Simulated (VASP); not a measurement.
# Ti4H3 (Pm-3m) in VASP: single point with r2SCAN

Aim: the single point of Ti4H3 with r2SCAN.

Everything below comes from runs of VASP 6.6.1. Logs are shortened: lines on timing, memory, paths and dates and some standing lists are left out, and cuts for length are marked.

## (1) The cell of the first run

It takes space group Pm-3m (No. 221, cubic). The conventional cell has a = 4.177 Å, b = 4.177 Å, c = 4.177 Å, α = 90.00°, β = 90.00°, γ = 90.00°. Ti (site symmetry 4/mmm) has 4 H at 2.09 Å within 2.8 Å. Within 2.8 Å of Ti (site symmetry m-3m) lie 6 H at 2.09 Å. Within 2.8 Å of H (site symmetry 4/mmm) lie 6 Ti at 2.09 Å.

## (2) Single point, r2SCAN

POSCAR

```
Ti4H3
1.0
    4.1766548000      0.0000000000      0.0000000000
    0.0000000000      4.1766548000      0.0000000000
    0.0000000000      0.0000000000      4.1766548000
Ti H
4 3
Direct
    0.0000000000      0.5000000000      0.5000000000
    0.5000000000      0.0000000000      0.5000000000
    0.5000000000      0.5000000000      0.0000000000
    0.0000000000      0.0000000000      0.0000000000
    0.5000000000      0.0000000000      0.0000000000
    0.0000000000      0.5000000000      0.0000000000
    0.0000000000      0.0000000000      0.5000000000
```

INCAR.step1

```
SYSTEM = Ti4H3
ALGO = Normal
EDIFF = 1E-4
ENCUT = 520
GGA = PE
ISMEAR = 0
LASPH = .TRUE.
LCHARG = .FALSE.
LREAL = .FALSE.
LWAVE = .TRUE.
NBANDS = 34
NELM = 100
PREC = Accurate
SIGMA = 0.1
```

INCAR.step2

```
SYSTEM = Ti4H3
ALGO = Normal
EDIFF = 1E-6
ENCUT = 520
ISIF = 2
ISMEAR = 0
ISTART = 1
LASPH = .TRUE.
LCHARG = .FALSE.
LMIXTAU = .TRUE.
LREAL = .FALSE.
LWAVE = .FALSE.
METAGGA = R2SCAN
NBANDS = 34
NELM = 100
PREC = Accurate
SIGMA = 0.1
```

KPOINTS

```
k-points
0
G
  10 10 10
  0 0 0
```

Potentials or basis: VASP PAW PBE potentials, release 64 (Ti_sv, H).

Command:

```
cat potpaw_PBE.64/Ti_sv/POTCAR potpaw_PBE.64/H/POTCAR > POTCAR
cp INCAR.step1 INCAR
mpirun -np 1 vasp_std > vasp.out
cp INCAR.step2 INCAR
mpirun -np 1 vasp_std > vasp.out
```

OUTCAR:

```text
SYSTEM = Ti4H3
   EDIFF = 1E-6
   ENCUT = 520
   ISIF = 2
   ISMEAR = 0
   ISTART = 1
   LASPH = .TRUE.
   LREAL = .FALSE.
   METAGGA = R2SCAN
   NELM = 100
   PREC = Accurate

 ion  position               nearest neighbor table
   1  0.000  0.500  0.500-
   2  0.500  0.000  0.500-
   3  0.500  0.500  0.000-
   4  0.000  0.000  0.000-
   5  0.500  0.000  0.000-
   6  0.000  0.500  0.000-
   7  0.000  0.000  0.500-

  LATTYP: Found a simple cubic cell.
 ALAT       =     4.1766548000

  Lattice vectors:

 A1 = (   4.1766548000,   0.0000000000,   0.0000000000)
 A2 = (   0.0000000000,   4.1766548000,   0.0000000000)
 A3 = (   0.0000000000,   0.0000000000,   4.1766548000)

Analysis of symmetry for initial positions (statically):
=====================================================================
 Subroutine PRICEL returns:
 Original cell was already a primitive cell.

 Routine SETGRP: Setting up the symmetry group for a
 simple cubic supercell.

 Subroutine GETGRP returns: Found 48 space group operations
 (whereof 48 operations were pure point group operations)
 out of a pool of 48 trial point group operations.

The static configuration has the point symmetry O_h .

Analysis of symmetry for dynamics (positions and initial velocities):
=====================================================================
 Subroutine PRICEL returns:
 Original cell was already a primitive cell.

 Routine SETGRP: Setting up the symmetry group for a
 simple cubic supercell.

 Subroutine GETGRP returns: Found 48 space group operations
 (whereof 48 operations were pure point group operations)
 out of a pool of 48 trial point group operations.

The dynamic configuration has the point symmetry O_h .

 Subroutine INISYM returns: Found 48 space group operations
 (whereof 48 operations are pure point group operations),
 and found     1 'primitive' translations

----------------------------------------------------------------------------------------

                                     Primitive cell

  volume of cell :      72.8594

  direct lattice vectors                    reciprocal lattice vectors
     4.176654800  0.000000000  0.000000000     0.239426059  0.000000000  0.000000000
     0.000000000  4.176654800  0.000000000     0.000000000  0.239426059  0.000000000
     0.000000000  0.000000000  4.176654800     0.000000000  0.000000000  0.239426059

  length of vectors
     4.176654800  4.176654800  4.176654800     0.239426059  0.239426059  0.239426059

  position of ions in fractional coordinates (direct lattice)
     0.000000000  0.500000000  0.500000000
     0.500000000  0.000000000  0.500000000
     0.500000000  0.500000000  0.000000000
     0.000000000  0.000000000  0.000000000
     0.500000000  0.000000000  0.000000000
     0.000000000  0.500000000  0.000000000
     0.000000000  0.000000000  0.500000000

  ion indices of the primitive-cell ions
   primitive index   ion index
                 1           1
                 2           2
                 3           3
                 4           4
                 5           5
                 6           6
                 7           7

----------------------------------------------------------------------------------------

 KPOINTS: k-points

Automatic generation of k-mesh.
 Grid dimensions read from file:
 generate k-points for:   10   10   10

 Generating k-lattice:

  Cartesian coordinates                     Fractional coordinates (reciprocal lattice)
     0.023942606  0.000000000  0.000000000     0.100000000  0.000000000  0.000000000
     0.000000000  0.023942606  0.000000000     0.000000000  0.100000000  0.000000000
     0.000000000  0.000000000  0.023942606     0.000000000  0.000000000  0.100000000

  Length of vectors
     0.023942606  0.023942606  0.023942606

  Shift w.r.t. Gamma in fractional coordinates (k-lattice)
     0.000000000  0.000000000  0.000000000

 Subroutine IBZKPT returns following result:
 ===========================================

 Found     56 irreducible k-points:

 Following reciprocal coordinates:
            Coordinates               Weight
  0.000000  0.000000  0.000000      1.000000
  0.100000  0.000000  0.000000      6.000000
  0.200000  0.000000  0.000000      6.000000
  0.300000  0.000000  0.000000      6.000000
  0.400000  0.000000  0.000000      6.000000
  0.500000  0.000000  0.000000      3.000000
[... 16 lines left out ...]
  0.200000  0.100000  0.100000     24.000000
  0.300000  0.100000  0.100000     24.000000
 [... further k-points ...]
   k-points           NKPTS =     56   k-points in BZ     NKDIM =     56   number of bands    NBANDS=     34
   number of dos      NEDOS =    301   number of ions     NIONS =      7
   total plane-waves  NPLWV =  32768
   dimension x,y,z NGX =    32 NGY =   32 NGZ =   32
   dimension x,y,z NGXF=    64 NGYF=   64 NGZF=   64
   ions per type =               4   3
   NGX,Y,Z   is equivalent  to a cutoff of  12.74, 12.74, 12.74 a.u.
   NGXF,Y,Z  is equivalent  to a cutoff of  25.47, 25.47, 25.47 a.u.
 SYSTEM =  Ti4H3
   PREC   = accura    normal or accurate (medium, high low for compatibility)
   ISTART =      1    job   : 0-new  1-cont  2-samecut
   ICHARG =      0    charge: 1-file 2-atom 10-const
   ISPIN  =      1    spin polarized calculation?
   LNONCOLLINEAR =      F non collinear calculations
   LSORBIT =      F    spin-orbit coupling
   LASPH  =      T    aspherical Exc in radial PAW
   ENCUT  =  520.0 eV  38.22 Ry    6.18 a.u.   7.77  7.77  7.77*2*pi/ulx,y,z
   NELM   =    100;   NELMIN=  2; NELMDL=  0     # of ELM steps
   EDIFF  = 0.1E-05   stopping-criterion for ELM
   LREAL  =      F    real-space projection
   EDIFFG = 0.1E-04   stopping-criterion for IOM
   NSW    =      0    number of steps for IOM
   IBRION =     -1    ionic relax: 0-MD 1-quasi-New 2-CG
   NFREE  =      0    steps in history (QN), initial steepest desc. (CG)
   ISIF   =      2    stress and relaxation
   ISYM   =      2    0-nonsym 1-usesym 2-fastsym
   POTIM  = 0.5000    time-step for ionic-motion
   TEBEG  =    0.0;   TEEND  =   0.0 temperature during run
   PSTRESS=    0.0 pullay stress
   NELECT =      51.0000    total number of electrons
   NUPDOWN=      -1.0000    fix difference up-down
   EMIN   =  10.00;   EMAX   =-10.00  energy-range for DOS
   EFERMI =   0.00;   METHOD = LEGACY
   ISMEAR =     0;   SIGMA  =   0.10  broadening in eV -4-tet -1-fermi 0-gaus
   EFERMI_NEDOS =   21; number of points for ismear=-14 and -15
   IALGO  =     38    algorithm
   IMIX   =      4    mixing-type and parameters
     AMIX     =   0.40;   BMIX     =  1.00
     AMIX_MAG =   1.60;   BMIX_MAG =  1.00
  volume/ion in A,a.u.               =      10.41        70.24
  Fermi-wavevector in a.u.,A,eV,Ry     =   1.453571  2.746851 28.747331  2.112869
  Thomas-Fermi vector in A             =   2.570822
   LORBIT       =      0    0 simple, 1 ext, 2 COOP (PROOUT), +10 PAW based schemes
   METAGGA = R2SCAN    functional components
   LHFCALC =     F    Hartree Fock is set to
   AEXX    =    0.0000 exact exchange contribution
   IVDW    =     0    specifies the selected vdW correction
   LEPSILON=     F    determine dielectric tensor
   LRPA    =     F    only Hartree local field effects (RPA)
 non-spin polarized calculation
 Gauss-broadening in eV      SIGMA  =   0.10
  energy-cutoff  :      520.00
  volume of cell :       72.86
 maximum number of plane-waves:      1988
 NGX is ok and might be reduce to    32
   NGX = 15   NGY = 15   NGZ = 15

 number of electron      50.9999982 magnetization

 Free energy of the ion-electron system (eV)
  ---------------------------------------------------
  ext. energy  EPLUGINS =         0.00000000
  ---------------------------------------------------
  free energy    TOTEN  =       -64.25445230 eV

  energy without entropy =      -64.21696049  energy(sigma->0) =      -64.23570639

 E-fermi :   8.6342     XC(G=0): -12.6639

 val. band max:        8.6334502080   @ k =   0.4000   0.4000   0.2000
 cond. band min:       8.6363222915   @ k =   0.5000   0.4000   0.4000
 fundamental gap:      0.0028720835
 Fermi energy:         8.6342433115

 k-point     1 :       0.0000    0.0000    0.0000
  band No.  band energies     occupation
      1     -50.4895      2.00000
      2     -50.3490      2.00000
      3     -50.3390      2.00000
      4     -50.3390      2.00000
      5     -25.9524      2.00000
      6     -25.9524      2.00000
[... 26 lines left out ...]
     33      12.2704      0.00000
     34      12.2704      0.00000

 k-point     2 :       0.1000    0.0000    0.0000
  band No.  band energies     occupation
      1     -50.4859      2.00000
      2     -50.3505      2.00000
      3     -50.3410      2.00000
      4     -50.3389      2.00000
      5     -25.9439      2.00000
      6     -25.9438      2.00000
[... 26 lines left out ...]
     33      12.1489      0.00000
     34      12.2211      0.00000

 k-point     3 :       0.2000    0.0000    0.0000
  band No.  band energies     occupation
      1     -50.4755      2.00000
      2     -50.3582      2.00000
      3     -50.3437      2.00000
      4     -50.3388      2.00000
      5     -25.9190      2.00000
      6     -25.9190      2.00000
[... 26 lines left out ...]
     33      11.8070      0.00000
     34      11.8766      0.00000

 k-point     4 :       0.3000    0.0000    0.0000
  band No.  band energies     occupation
      1     -50.4594      2.00000
      2     -50.3733      2.00000
      3     -50.3445      2.00000
      4     -50.3387      2.00000
      5     -25.8805      2.00000
      6     -25.8805      2.00000
[... 26 lines left out ...]
     33      11.3710      0.00000
     34      11.4109      0.00000

 k-point     5 :       0.4000    0.0000    0.0000
  band No.  band energies     occupation
      1     -50.4393      2.00000
      2     -50.3931      2.00000
      3     -50.3447      2.00000
      4     -50.3385      2.00000
      5     -25.8333      2.00000
      6     -25.8332      2.00000
[... 621 lines left out ...]
 k-point    22 :       0.1000    0.1000    0.1000
  band No.  band energies     occupation
      1     -50.4790      2.00000
      2     -50.3525      2.00000
      3     -50.3424      2.00000
      4     -50.3423      2.00000
      5     -25.9290      2.00000
      6     -25.9290      2.00000
[... 26 lines left out ...]
     33      11.8647      0.00000
     34      11.8647      0.00000

 k-point    23 :       0.2000    0.1000    0.1000
  band No.  band energies     occupation
      1     -50.4691      2.00000
      2     -50.3582      2.00000
      3     -50.3464      2.00000
      4     -50.3422      2.00000
      5     -25.9100      2.00000
      6     -25.9083      2.00000
[... 26 lines left out ...]
     33      11.5437      0.00000
     34      11.5818      0.00000

 k-point    24 :       0.3000    0.1000    0.1000
  band No.  band energies     occupation
      1     -50.4538      2.00000
      2     -50.3720      2.00000
      3     -50.3478      2.00000
      4     -50.3421      2.00000
      5     -25.8821      2.00000
      6     -25.8746      2.00000
[... 26 lines left out ...]
     33      11.2102      0.00000
     34      11.3503      0.00000

 [... further k-points ...]
[... 5 lines left out ...]
  --------------------------------------------------------------------------------------
  -------------------------------------------------------------------------------------
  Total       -0.3512141     -0.3512141     -0.3512141      0.0000000     -0.0000000     -0.0000000
  in kB       -7.7231914     -7.7231914     -7.7231914      0.0000000     -0.0000000     -0.0000000
  external PRESSURE =      -7.7231914 kB  Pullay stress =       0.0000000 kB

 VOLUME and BASIS-vectors are now :
 -----------------------------------------------------------------------------
  energy-cutoff  :      520.00
  volume of cell :       72.86
      direct lattice vectors                 reciprocal lattice vectors
     4.176654800  0.000000000  0.000000000     0.239426059  0.000000000  0.000000000
     0.000000000  4.176654800  0.000000000     0.000000000  0.239426059  0.000000000
     0.000000000  0.000000000  4.176654800     0.000000000  0.000000000  0.239426059

 POSITION                                       TOTAL-FORCE (eV/Angst)
 -----------------------------------------------------------------------------------
      0.00000      2.08833      2.08833         0.000000      0.000000      0.000000
      2.08833      0.00000      2.08833         0.000000      0.000000      0.000000
      2.08833      2.08833      0.00000         0.000000      0.000000      0.000000
      0.00000      0.00000      0.00000         0.000000      0.000000      0.000000
      2.08833      0.00000      0.00000         0.000000      0.000000      0.000000
      0.00000      2.08833      0.00000         0.000000      0.000000      0.000000
      0.00000      0.00000      2.08833         0.000000      0.000000      0.000000
 -----------------------------------------------------------------------------------
    total drift:                                0.000000     -0.000000     -0.000000

  FREE ENERGIE OF THE ION-ELECTRON SYSTEM (eV)
  ---------------------------------------------------
  free  energy   TOTEN  =       -64.2544522968 eV

  energy  without entropy=      -64.2169604922  energy(sigma->0) =      -64.23570639
```

Run time: 4.8 min. Hardware: 1 thread of Intel Xeon Platinum 8259CL at 2.50GHz (Skylake/Cascade Lake), shared host; peak memory 0.25 GiB.

Results:

* Free energy: -64.2545 eV
* Pressure: -0.8 GPa
* Band gap on the k mesh: zero (an odd number of electrons rules out a gap without spin polarisation)

Levels at points of the mesh, in eV from the Fermi level:
```csv
k point,band 23,band 24,band 25,band 26,band 27,band 28,band 29,band 30
"(0.00, 0.00, 0.00)",-1.97,0.74,0.74,0.74,1.70,1.70,1.70,2.53
"(0.50, 0.00, 0.00)",-0.88,-0.79,-0.79,-0.67,0.70,0.78,1.74,1.81
"(0.50, 0.50, 0.00)",-0.97,-0.85,-0.77,-0.77,-0.50,-0.15,1.33,1.35
"(0.50, 0.50, 0.50)",-3.14,0.28,0.38,0.38,0.45,0.45,0.45,0.73
```

Caveat: the PAW data sets were made with another functional, which shifts forces and pressure a little.
